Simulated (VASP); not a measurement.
# EuO (Fm-3m) in VASP: single point with r2SCAN

Aim: the single point of EuO with r2SCAN.

Program: VASP 6.6.1. These are calculated values, not measurements. Logs are shortened: lines on timing, memory, paths and dates and some standing lists are left out, and cuts for length are marked.

**1. The cell of the first run**

The structure is cubic, space group Fm-3m (No. 225). The conventional cell has a = 5.114 Å, b = 5.114 Å, c = 5.114 Å, α = 90.00°, β = 90.00°, γ = 90.00°. Within 3.4 Å of Eu (site symmetry m-3m) lie 6 O at 2.56 Å. Within 3.4 Å of O (site symmetry m-3m) lie 6 Eu at 2.56 Å.

**2. Single point, r2SCAN, collinear spin, ferromagnetic start (16.72 Å³/atom)**

File POSCAR:

```
EuO
1.0
    0.0000000000      2.5570433433      2.5570433433
    2.5570433433      0.0000000000      2.5570433433
    2.5570433433      2.5570433433      0.0000000000
Eu O
1 1
Direct
    0.0000000000      0.0000000000      0.0000000000
    0.5000000000      0.5000000000      0.5000000000
```

File INCAR.step1:

```
SYSTEM = EuO
PREC = Accurate
ENCUT = 800
ISMEAR = 0
SIGMA = 0.05
LREAL = .FALSE.
LASPH = .TRUE.
NELM = 200
ISPIN = 2
MAGMOM = 7.34 0
LMAXMIX = 6
NBANDS = 22
GGA = PE
ALGO = Normal
EDIFF = 1E-5
LWAVE = .TRUE.
LCHARG = .FALSE.
GGA_COMPAT = .FALSE.
```

File INCAR.step2:

```
SYSTEM = EuO
PREC = Accurate
ENCUT = 800
EDIFF = 1E-6
ISMEAR = 0
SIGMA = 0.05
LREAL = .FALSE.
LASPH = .TRUE.
NELM = 200
ALGO = Normal
ISIF = 2
LWAVE = .FALSE.
LCHARG = .FALSE.
ISPIN = 2
MAGMOM = 7.34 0
LORBIT = 11
LMAXMIX = 6
METAGGA = R2SCAN
LMIXTAU = .TRUE.
NBANDS = 22
ISTART = 1
GGA_COMPAT = .FALSE.
```

File KPOINTS:

```
Automatic mesh
0
G
  12 12 12
  0 0 0
```

Potentials or basis: VASP PAW PBE potentials, release 64 (Eu, O).

On the command line:

```sh
> cat potpaw_PBE.64/Eu/POTCAR potpaw_PBE.64/O/POTCAR > POTCAR
> cp INCAR.step1 INCAR
> mpirun -np 1 vasp_std > vasp.out
> cp INCAR.step2 INCAR
> mpirun -np 1 vasp_std > vasp.out
```

OUTCAR:

```text
SYSTEM = EuO
   PREC = Accurate
   ENCUT = 800
   EDIFF = 1E-6
   ISMEAR = 0
   LREAL = .FALSE.
   LASPH = .TRUE.
   NELM = 200
   ISIF = 2
   ISPIN = 2
   LORBIT = 11
   METAGGA = R2SCAN
   ISTART = 1

 ion  position               nearest neighbor table
   1  0.000  0.000  0.000-   2 2.56   2 2.56   2 2.56   2 2.56   2 2.56   2 2.56
   2  0.500  0.500  0.500-   1 2.56   1 2.56   1 2.56   1 2.56   1 2.56   1 2.56

  LATTYP: Found a face centered cubic cell.
 ALAT       =     5.1140866866

  Lattice vectors:

 A1 = (   0.0000000000,   2.5570433433,   2.5570433433)
 A2 = (   2.5570433433,   0.0000000000,   2.5570433433)
 A3 = (   2.5570433433,   2.5570433433,   0.0000000000)

Analysis of symmetry for initial positions (statically):
=====================================================================
 Subroutine PRICEL returns:
 Original cell was already a primitive cell.

 Routine SETGRP: Setting up the symmetry group for a
 face centered cubic supercell.

 Subroutine GETGRP returns: Found 48 space group operations
 (whereof 48 operations were pure point group operations)
 out of a pool of 48 trial point group operations.

The static configuration has the point symmetry O_h .

Analysis of symmetry for dynamics (positions and initial velocities):
=====================================================================
 Subroutine PRICEL returns:
 Original cell was already a primitive cell.

 Routine SETGRP: Setting up the symmetry group for a
 face centered cubic supercell.

 Subroutine GETGRP returns: Found 48 space group operations
 (whereof 48 operations were pure point group operations)
 out of a pool of 48 trial point group operations.

The dynamic configuration has the point symmetry O_h .

Analysis of structural, dynamic, and magnetic symmetry:
=====================================================================
 Subroutine PRICEL returns:
 Original cell was already a primitive cell.

 Routine SETGRP: Setting up the symmetry group for a
 face centered cubic supercell.

 Subroutine GETGRP returns: Found 48 space group operations
 (whereof 48 operations were pure point group operations)
 out of a pool of 48 trial point group operations.

The overall configuration has the point symmetry O_h .

 Subroutine INISYM returns: Found 48 space group operations
 (whereof 48 operations are pure point group operations),
 and found     1 'primitive' translations

----------------------------------------------------------------------------------------

                                     Primitive cell

  volume of cell :      33.4383

  direct lattice vectors                    reciprocal lattice vectors
     0.000000000  2.557043343  2.557043343    -0.195538336  0.195538336  0.195538336
     2.557043343  0.000000000  2.557043343     0.195538336 -0.195538336  0.195538336
     2.557043343  2.557043343  0.000000000     0.195538336  0.195538336 -0.195538336

  length of vectors
     3.616205376  3.616205376  3.616205376     0.338682332  0.338682332  0.338682332

  position of ions in fractional coordinates (direct lattice)
     0.000000000  0.000000000  0.000000000
     0.500000000  0.500000000  0.500000000

  ion indices of the primitive-cell ions
   primitive index   ion index
                 1           1
                 2           2

----------------------------------------------------------------------------------------

 KPOINTS: Automatic mesh

Automatic generation of k-mesh.
 Grid dimensions read from file:
 generate k-points for:   12   12   12

 Generating k-lattice:

  Cartesian coordinates                     Fractional coordinates (reciprocal lattice)
    -0.016294861  0.016294861  0.016294861     0.083333333  0.000000000  0.000000000
     0.016294861 -0.016294861  0.016294861     0.000000000  0.083333333  0.000000000
     0.016294861  0.016294861 -0.016294861     0.000000000  0.000000000  0.083333333

  Length of vectors
     0.028223528  0.028223528  0.028223528

  Shift w.r.t. Gamma in fractional coordinates (k-lattice)
     0.000000000  0.000000000  0.000000000

 Subroutine IBZKPT returns following result:
 ===========================================

 Found     72 irreducible k-points:

 Following reciprocal coordinates:
            Coordinates               Weight
  0.000000  0.000000  0.000000      1.000000
  0.083333  0.000000  0.000000      8.000000
  0.166667  0.000000  0.000000      8.000000
  0.250000  0.000000  0.000000      8.000000
  0.333333  0.000000  0.000000      8.000000
  0.416667  0.000000  0.000000      8.000000
[... 16 lines left out ...]
  0.500000  0.166667  0.000000     24.000000
 -0.416667  0.166667  0.000000     24.000000
 [... further k-points ...]
   k-points           NKPTS =     72   k-points in BZ     NKDIM =     72   number of bands    NBANDS=     22
   number of dos      NEDOS =    301   number of ions     NIONS =      2
   total plane-waves  NPLWV =  46656
   dimension x,y,z NGX =    36 NGY =   36 NGZ =   36
   dimension x,y,z NGXF=    72 NGYF=   72 NGZF=   72
   ions per type =               1   1
   NGX,Y,Z   is equivalent  to a cutoff of  16.55, 16.55, 16.55 a.u.
   NGXF,Y,Z  is equivalent  to a cutoff of  33.10, 33.10, 33.10 a.u.
 SYSTEM =  EuO
   PREC   = accura    normal or accurate (medium, high low for compatibility)
   ISTART =      1    job   : 0-new  1-cont  2-samecut
   ICHARG =      0    charge: 1-file 2-atom 10-const
   ISPIN  =      2    spin polarized calculation?
   LNONCOLLINEAR =      F non collinear calculations
   LSORBIT =      F    spin-orbit coupling
   LASPH  =      T    aspherical Exc in radial PAW
   ENCUT  =  800.0 eV  58.80 Ry    7.67 a.u.   8.34  8.34  8.34*2*pi/ulx,y,z
   NELM   =    200;   NELMIN=  2; NELMDL=  0     # of ELM steps
   EDIFF  = 0.1E-05   stopping-criterion for ELM
   LREAL  =      F    real-space projection
   EDIFFG = 0.1E-04   stopping-criterion for IOM
   NSW    =      0    number of steps for IOM
   IBRION =     -1    ionic relax: 0-MD 1-quasi-New 2-CG
   NFREE  =      0    steps in history (QN), initial steepest desc. (CG)
   ISIF   =      2    stress and relaxation
   ISYM   =      2    0-nonsym 1-usesym 2-fastsym
   POTIM  = 0.5000    time-step for ionic-motion
   TEBEG  =    0.0;   TEEND  =   0.0 temperature during run
   PSTRESS=    0.0 pullay stress
   NELECT =      23.0000    total number of electrons
   NUPDOWN=      -1.0000    fix difference up-down
   EMIN   =  10.00;   EMAX   =-10.00  energy-range for DOS
   EFERMI =   0.00;   METHOD = LEGACY
   ISMEAR =     0;   SIGMA  =   0.05  broadening in eV -4-tet -1-fermi 0-gaus
   EFERMI_NEDOS =   21; number of points for ismear=-14 and -15
   IALGO  =     38    algorithm
   IMIX   =      4    mixing-type and parameters
     AMIX     =   0.40;   BMIX     =  1.00
     AMIX_MAG =   1.60;   BMIX_MAG =  1.00
  volume/ion in A,a.u.               =      16.72       112.83
  Fermi-wavevector in a.u.,A,eV,Ry     =   1.445116  2.730873 28.413863  2.088360
  Thomas-Fermi vector in A             =   2.563334
   LORBIT       =     11    0 simple, 1 ext, 2 COOP (PROOUT), +10 PAW based schemes
   METAGGA = R2SCAN    functional components
   LHFCALC =     F    Hartree Fock is set to
   AEXX    =    0.0000 exact exchange contribution
   IVDW    =     0    specifies the selected vdW correction
   LEPSILON=     F    determine dielectric tensor
   LRPA    =     F    only Hartree local field effects (RPA)
 spin polarized calculation
 Gauss-broadening in eV      SIGMA  =   0.05
  energy-cutoff  :      800.00
  volume of cell :       33.44
 maximum number of plane-waves:      1759
 NGX is ok and might be reduce to    36
   NGX = 17   NGY = 17   NGZ = 17

 number of electron      23.0000001 magnetization       6.9907861

 Free energy of the ion-electron system (eV)
  ---------------------------------------------------
  ext. energy  EPLUGINS =         0.00000000
  ---------------------------------------------------
  free energy    TOTEN  =       -51.80175284 eV

  energy without entropy =      -51.80066178  energy(sigma->0) =      -51.80120731

 E-fermi :   4.8195     XC(G=0): -11.5172

 val. band max:        4.7949295912   @ k =   0.4167   0.4167   0.0000
 cond. band min:       4.8206319222   @ k =   0.5000   0.4167   0.0000
 fundamental gap:      0.0257023310
 Fermi energy:         4.8195019416

 spin component 1

 k-point     1 :       0.0000    0.0000    0.0000
  band No.  band energies     occupation
      1     -38.1425      1.00000
      2     -15.9403      1.00000
      3     -15.9403      1.00000
      4     -15.9403      1.00000
      5     -15.2109      1.00000
      6       0.6037      1.00000
[... 14 lines left out ...]
     21       8.9681      0.00000
     22      14.4244      0.00000
[... 552 lines left out ...]
  band No.  band energies     occupation
      1     -38.0332      1.00000
      2     -17.6544      1.00000
      3     -16.2361      1.00000
      4     -16.0664      1.00000
      5     -13.7971      1.00000
      6      -1.1730      1.00000
[... 14 lines left out ...]
     21      13.6904      0.00000
     22      15.2027      0.00000

 [... further k-points ...]

 spin component 2

 k-point     1 :       0.0000    0.0000    0.0000
  band No.  band energies     occupation
      1     -34.5241      1.00000
      2     -15.3298      1.00000
      3     -13.2907      1.00000
      4     -13.2907      1.00000
      5     -13.2907      1.00000
      6       0.6502      1.00000
[... 14 lines left out ...]
     21      11.0976      0.00000
     22      16.4525      0.00000
[... 552 lines left out ...]
  band No.  band energies     occupation
      1     -34.3698      1.00000
      2     -16.5393      1.00000
      3     -13.6767      1.00000
      4     -13.4386      1.00000
      5     -12.5788      1.00000
      6      -0.9151      1.00000
[... 14 lines left out ...]
     21      15.3851      0.00000
     22      16.8902      0.00000

 [... further k-points ...]

------------------------ aborting loop because EDIFF is reached ----------------------------------------

  FORCE on cell =-STRESS in cart. coord.  units (eV):
  Direction    XX          YY          ZZ          XY          YZ          ZX
  --------------------------------------------------------------------------------------
  -------------------------------------------------------------------------------------
  Total       -0.8295502     -0.8295502     -0.8295502      0.0000000      0.0000000      0.0000000
  in kB      -39.7474260    -39.7474260    -39.7474260      0.0000000      0.0000000      0.0000000
  external PRESSURE =     -39.7474260 kB  Pullay stress =       0.0000000 kB

 VOLUME and BASIS-vectors are now :
 -----------------------------------------------------------------------------
  energy-cutoff  :      800.00
  volume of cell :       33.44
      direct lattice vectors                 reciprocal lattice vectors
     0.000000000  2.557043343  2.557043343    -0.195538336  0.195538336  0.195538336
     2.557043343  0.000000000  2.557043343     0.195538336 -0.195538336  0.195538336
     2.557043343  2.557043343  0.000000000     0.195538336  0.195538336 -0.195538336

 POSITION                                       TOTAL-FORCE (eV/Angst)
 -----------------------------------------------------------------------------------
      0.00000      0.00000      0.00000         0.000000      0.000000      0.000000
      2.55704      2.55704      2.55704         0.000000     -0.000000     -0.000000
 -----------------------------------------------------------------------------------
    total drift:                                0.000000      0.000000      0.000000

  FREE ENERGIE OF THE ION-ELECTRON SYSTEM (eV)
  ---------------------------------------------------
  free  energy   TOTEN  =       -51.8017528442 eV

  energy  without entropy=      -51.8006617818  energy(sigma->0) =      -51.80120731

 total charge

# of ion       s       p       d       f       tot
--------------------------------------------------
    1        2.038   5.814   0.364   6.656  14.872
    2        1.554   3.433   0.000   0.000   4.987
--------------------------------------------------
tot          3.592   9.247   0.364   6.656  19.859

 magnetization (x)

# of ion       s       p       d       f       tot
--------------------------------------------------
    1       -0.024  -0.181   0.136   6.611   6.541
    2       -0.006  -0.102   0.000   0.000  -0.108
--------------------------------------------------
tot         -0.030  -0.283   0.136   6.611   6.433
```

Wall time 30 min (1 thread of Oxide Virtual Turin-like, shared host); peak memory 0.36 GiB.

Results:

```yaml
Free_energy: -51.8018 eV
Pressure: -4.0 GPa
Band_gap_on_the_k_mesh: zero (filled and empty bands overlap)
Net_moment: 6.99 μB per cell
Site_moments: Eu +6.54; O -0.11 μB
Valence_electrons_inside_the_program's_atomic_spheres: Eu 14.87; O 4.99
```

Levels at points of the mesh, in eV from the Fermi level:
Spin up:
```csv
k point,band 11,band 12,band 13,band 14,band 15,band 16,band 17,band 18,band 19,band 20
"(0.00, 0.00, 0.00)",-0.29,-0.29,0.01,0.06,0.06,0.06,1.80,1.80,1.80,4.15
"(0.50, 0.00, 0.00)",-0.54,-0.29,-0.29,-0.28,-0.26,2.47,4.61,4.61,5.21,8.03
"(0.50, 0.50, 0.00)",-0.41,-0.40,-0.40,-0.27,-0.06,-0.06,3.78,6.03,6.80,6.80
```
Spin down:
| k point | band 6 | band 7 | band 8 | band 9 | band 10 | band 11 |
| --- | --- | --- | --- | --- | --- | --- |
| (0.00, 0.00, 0.00) | -4.17 | -4.17 | -4.17 | 1.17 | 3.00 | 3.00 |
| (0.50, 0.00, 0.00) | -6.12 | -5.26 | -5.26 | 3.29 | 4.68 | 5.57 |
| (0.50, 0.50, 0.00) | -4.13 | -4.09 | -4.09 | -0.15 | 4.93 | 5.48 |

Caveat: the cell stands under tension; the PAW data sets were made with another functional, which shifts forces and pressure a little; spin-orbit coupling is left out, which moves the levels of the heavy elements; a cell with one magnetic atom can't hold antiferromagnetic order, which such compounds often take; semilocal functionals describe open f shells poorly, which spoils levels, moments and volumes. With open d or f shells a metallic result of r2SCAN can be an artefact of self-interaction; +U or a hybrid may open a gap.

The gap in the log of VASP goes by the Fermi energy; the results here count the filled bands.